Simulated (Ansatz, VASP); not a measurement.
**One calculation of SnO2, two programs**

File INCAR:

```
SYSTEM = SnO2
PREC = Accurate
ENCUT = 520
EDIFF = 1E-7
ISMEAR = -1
SIGMA = 0.05
LREAL = .FALSE.
LASPH = .TRUE.
NELM = 60
ALGO = Normal
ISIF = 2
LWAVE = .FALSE.
LCHARG = .FALSE.
GGA = PE
NBANDS = 35
```

File KPOINTS:

```
Automatic mesh
0
G
  8 8 11
  0 0 0
```

Contents of POSCAR:

```
SnO2
1.0
    4.2105044037      0.0000000000      0.0000000000
    0.0000000000      4.2105044037      0.0000000000
    0.0000000000      0.0000000000      3.0643472994
Sn O
2 4
Direct
    0.0000000000      0.0000000000      0.0000000000
    0.5000000000      0.5000000000      0.5000000000
    0.3077192100      0.3077192100      0.0000000000
    0.6922807900      0.6922807900      0.0000000000
    0.8077192100      0.1922807900      0.5000000000
    0.1922807900      0.8077192100      0.5000000000
```

Input for Ansatz:

```yaml
crystal:
  lattice:
    - [4.2105044037, 0.0, 0.0]
    - [0.0, 4.2105044037, 0.0]
    - [0.0, 0.0, 3.0643472994]
  atoms:
    - { symbol: Sn, position: [0.0, 0.0, 0.0] }
    - { symbol: Sn, position: [0.5, 0.5, 0.5] }
    - { symbol: O, position: [0.30771921, 0.30771921, 0.0] }
    - { symbol: O, position: [0.69228079, 0.69228079, 0.0] }
    - { symbol: O, position: [0.80771921, 0.19228079, 0.5] }
    - { symbol: O, position: [0.19228079, 0.80771921, 0.5] }
kpoints:
  mp_grid: { grid: [8, 8, 11] }
  band_path:
    path:
      - [0.0, 0.0, 0.0]
      - [0.0, 0.5, 0.0]
      - [0.5, 0.5, 0.0]
      - [0.0, 0.0, 0.0]
      - [0.0, 0.0, 0.5]
      - [0.0, 0.5, 0.5]
      - [0.5, 0.5, 0.5]
      - [0.0, 0.0, 0.5]
      - [0.0, 0.5, 0.0]
    npoints: 8
scf:
  occupations: { method: fermi_dirac, width: 0.05 }
hamiltonian:
  xc: pbe
  pseudopotentials: { kind: all_electron, lapw: { basis_error: 0.001 } }
output:
  forces: true
  stress: true
  eigenvalues: true
  populations: true
  dos: { projected: true, de: 0.2, e_range: [-14, 8] }
```

Change from the starting cell: volume scaled by 0.72, LAPW.

Alike in both runs: task single point; functional PBE; k mesh 8 × 8 × 11; occupations fermi-dirac, width 0.05 eV; no spin polarisation.

```csv
,VASP,Ansatz
version,VASP 6.6.1,Ansatz 0.2.0
potentials or method,"VASP PAW PBE potentials, release 64 (Sn_d, O), cutoff 520 eV","all-electron LAPW, scalar-relativistic"
```

VASP gave:

* gap on the k mesh at the Fermi level (eV): 4.61
* pressure (GPa): 123.9
* traceless stress, the component that is largest in VASP (GPa): 0.79
* rms of the force components (eV/Å): 0.031

Question: Estimate Ansatz's values.

Answer: gap on the k mesh at the Fermi level (eV): 4.61; pressure (GPa): 122.4; traceless stress, the component that is largest in VASP (GPa): 0.00; rms of the force components (eV/Å): 0.001.

Atom by atom the forces differ by 0.031 eV/Å (rms over components). Both programs put the cell under a high pressure, so it lies far from rest at this level. Ansatz ran all-electron here, and VASP with PAW potentials.

Noted on VASP's run: the cell as given lies far from equilibrium.
